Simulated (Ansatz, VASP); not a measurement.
**Two plane-wave programs on Pb**

Contents of POSCAR:

```
Pb
1.0
   -1.9796595667      1.9796595667      1.9796595667
    1.9796595667     -1.9796595667      1.9796595667
    1.9796595667      1.9796595667     -1.9796595667
Pb
1
Direct
    0.0000000000      0.0000000000      0.0000000000
```

Contents of INCAR.step1:

```
SYSTEM = Pb
ALGO     = Normal         ! electronic algorithm
EDIFF    = 1E-4           ! SCF threshold, eV
ENCUT    = 520            ! plane-wave cutoff, eV
GGA      = PE             ! functional
ISMEAR   = -1             ! smearing method
LASPH    = .TRUE.         ! aspherical terms in the spheres
LCHARG   = .FALSE.        ! write CHGCAR
LREAL    = .FALSE.        ! projectors in reciprocal space
LWAVE    = .TRUE.         ! write WAVECAR
NBANDS   = 13             ! bands
NELM     = 80             ! most SCF steps
PREC     = Accurate       ! precision mode
SIGMA    = 0.05           ! smearing width, eV
```

Contents of INCAR.step2:

```
SYSTEM = Pb
ALGO     = Normal         ! electronic algorithm
EDIFF    = 1E-6           ! SCF threshold, eV
ENCUT    = 520            ! plane-wave cutoff, eV
ISIF     = 2              ! what is computed and relaxed
ISMEAR   = -1             ! smearing method
ISTART   = 1            
LASPH    = .TRUE.         ! aspherical terms in the spheres
LCHARG   = .TRUE.         ! write CHGCAR
LELF     = .TRUE.         ! ELF
LMIXTAU  = .TRUE.       
LREAL    = .FALSE.        ! projectors in reciprocal space
LVHAR    = .TRUE.       
LWAVE    = .FALSE.        ! write WAVECAR
METAGGA  = R2SCAN         ! meta-GGA
NBANDS   = 13             ! bands
NELM     = 80             ! most SCF steps
PREC     = Accurate       ! precision mode
SIGMA    = 0.05           ! smearing width, eV
```

Contents of KPOINTS:

```
k-points
0
G
  9 9 9
  0 0 0
```

File input.yaml:

```yaml
crystal:
  lattice:
    - [-1.9796595667, 1.9796595667, 1.9796595667]
    - [1.9796595667, -1.9796595667, 1.9796595667]
    - [1.9796595667, 1.9796595667, -1.9796595667]
  atoms:
    - { symbol: Pb, position: [0.0, 0.0, 0.0] }
hamiltonian:
  xc: r2scan
  pseudopotentials: { kind: paw }
kpoints:
  mp_grid: { grid: [9, 9, 9] }
  band_path:
    path:
      - [[0.0, 0.0, 0.0], [0.5, -0.5, 0.5], [0.0, 0.0, 0.5], [0.0, 0.0, 0.0], [0.25, 0.25, 0.25], [0.5, -0.5, 0.5]]
      - [[0.25, 0.25, 0.25], [0.0, 0.0, 0.5]]
    npoints: 14
scf:
  occupations: { method: fermi_dirac, width: 0.05 }
  n_extra_bands: 6
output:
  forces: true
  stress: true
  eigenvalues: true
  fatbands: true
```

Alike in both runs: functional r2SCAN; k mesh 9 × 9 × 9; occupations fermi-dirac, width 0.05 eV; no spin polarisation.

|  | VASP | Ansatz |
| --- | --- | --- |
| version | VASP 6.6.1 | Ansatz 0.2.0 |
| potentials or method | VASP PAW PBE potentials, release 64 (Pb_d) | Ansatz PAW |
| plane-wave cutoff (eV) | 520 | 500 |
| valence electrons in the cell | 14 | 14 |
| task | single point | band structure |

```tsv
	VASP	Ansatz	Ansatz less VASP
gap on the k mesh at the Fermi level (eV)	none	none	-
pressure (GPa)	-0.4	-0.4	+0.01
```

VASP's potentials were made for PBE, not for r2SCAN. A gap of «none» marks a metal or a gap that the smearing closes.

Spin-orbit coupling is off throughout.
